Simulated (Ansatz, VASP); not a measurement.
# Zr3Ag in VASP and in Ansatz

```
Zr Ag
1.0
     4.41650    0.00000    0.00000
     0.00000    4.41650    0.00000
     0.00000    0.00000    4.41650
Zr Ag
3 1
Direct
  0.50000 0.50000 0.00000
  0.00000 0.50000 0.50000
  0.50000 0.00000 0.50000
  0.00000 0.00000 0.00000
```

Alike in both runs: task single point; functional LDA; k mesh 5 × 5 × 5; occupations fermi-dirac, width 0.15 eV; no spin polarisation.

|  | VASP | Ansatz |
| --- | --- | --- |
| version | VASP 6.6.1 | Ansatz 0.2.0 |
| potentials or method | VASP PAW LDA potentials, release 64 (Zr_sv, Ag), cutoff 520 eV | all-electron (LAPW or listed datasets) |

|  | VASP | Ansatz | Ansatz less VASP |
| --- | --- | --- | --- |
| gap on the k mesh at the Fermi level (eV) | none | none | - |
| pressure (GPa) | -7.6 | -7.7 | -0.13 |

LDA's correlation is that of Perdew and Zunger in VASP and of Perdew and Wang (1992) in Ansatz. A gap of «none» marks a metal or a gap that the smearing closes. Ansatz ran all-electron here, and VASP with PAW potentials.
